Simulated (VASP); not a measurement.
**TiCuC2O6: single point with r2SCAN**

TiCuC2O6:

```
Ti Cu C O
1.0
     2.25737    3.90987    0.00000
    -2.25737    3.90987    0.00000
     0.00000   -2.60658    4.98080
Ti Cu C O
1 1 2 6
Direct
  0.50000 0.50000 0.50000
  0.00000 0.00000 0.00000
  0.26000 0.26000 0.78000
  0.74000 0.74000 0.22000
  0.51000 0.01000 0.78000
  0.26000 0.51000 0.78000
  0.01000 0.26000 0.78000
  0.49000 0.99000 0.22000
  0.74000 0.49000 0.22000
  0.99000 0.74000 0.22000
```

| Item | Value |
| --- | --- |
| Program | VASP 6.6.1 |
| Task | single point |
| Functional | r2SCAN |
| Potentials or basis | VASP PAW PBE potentials, release 64 (Ti_sv, Cu, C, O) |
| Cutoff | 520 eV |
| k mesh | 5 × 5 × 5 |
| Occupations | fermi-dirac, width 0.1 eV |
| Spin | no spin polarisation |
| Dipole correction | no |
| Further INCAR settings | ALGO = Normal; EDIFF = 1e-07; NBANDS = 44 |

The pressure is 78.8 GPa and the largest force is 18.868 eV/Å. The band gap on the k mesh is zero (an odd number of electrons rules out a gap without spin polarisation).

Forces on the atoms (eV/Å):
```
Ti    0.000   0.000   0.000
Cu    0.000   0.000   0.000
C     0.000   0.000  -0.257
C     0.000   0.000   0.257
O    18.759  -0.889  -1.818
O    -8.609  16.690  -1.818
O   -10.150 -15.801  -1.818
O   -18.759   0.889   1.818
O     8.609 -16.690   1.818
O    10.150  15.801   1.818
```

Stress tensor (GPa, compression positive):
```
118.78   0.00   0.00
  0.00 118.78   0.00
  0.00   0.00  -1.09
```

Levels at points of the mesh, in eV from the Fermi level:
| k point | band 31 | band 32 | band 33 | band 34 | band 35 | band 36 |
| --- | --- | --- | --- | --- | --- | --- |
| (0.00, 0.00, 0.00) | -1.77 | -0.61 | -0.61 | 0.15 | 0.18 | 0.18 |

It took 8.6 min on 1 thread of AMD EPYC 9R14 (Zen 4), on a shared host, peak memory 0.25 GiB.

Caveat: the stress differs along the axes, from -1 to 119 GPa; the PAW data sets were made with another functional, which shifts forces and pressure a little; an odd number of electrons without spin polarisation forces a metal; a magnetic or distorted state may lie lower; semilocal functionals often make such compounds metallic where correlation or magnetic order opens a gap, which also shifts bond lengths. With open d or f shells a metallic result of r2SCAN can be an artefact of self-interaction; +U or a hybrid may open a gap.
